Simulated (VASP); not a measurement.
Here is a VASP 6.6.1 calculation.

Contents of INCAR:

```
PREC     = Accurate       # precision mode
ENCUT    = 600            # plane-wave cutoff, eV
EDIFF    = 1E-8           # SCF threshold, eV
ISMEAR   = 0              # smearing method
SIGMA    = 0.01           # smearing width, eV
LREAL    = F              # projectors in reciprocal space
LASPH    = T              # aspherical terms in the spheres
NELM     = 80             # most SCF steps
ALGO     = Normal         # electronic algorithm
ISIF     = 3              # what is computed and relaxed
LWAVE    = F              # write WAVECAR
LCHARG   = F              # write CHGCAR
GGA      = PE             # functional
IBRION   = 6              # ionic algorithm
NFREE    = 2            
POTIM    = 0.015          # step
NSW      = 1              # ionic steps
```

File KPOINTS:

```
Automatic mesh
0
Gamma
  12 12 12
```

File POSCAR:

```
C
1.0
    0.0000000000      1.7857951904      1.7857951904
    1.7857951904      0.0000000000      1.7857951904
    1.7857951904      1.7857951904      0.0000000000
C
2
Direct
    0.0000000000      0.0000000000      0.0000000000
    0.2500000000      0.2500000000      0.2500000000
```

Potentials or basis: VASP PAW PBE potentials, release 64 (C).

The run is started by

```bash
$ cat potpaw_PBE.64/C/POTCAR > POTCAR
$ mpirun -np 1 vasp_std > vasp.out
```

Q: What does it give for the elastic constants C11, C12, C44?

A: 1049, 124, 559 GPa.

Q: Estimate the Voigt bulk modulus.

A: 433 GPa.

Q: Estimate the highest phonon frequency at Γ.

A: 1293 cm⁻¹.

Clamped-ion elastic tensor (GPa):
```
1049  124  124    0    0    0
 124 1049  124    0    0    0
 124  124 1049    0    0    0
   0    0    0  563    0    0
   0    0    0    0  563    0
   0    0    0    0    0  563
```
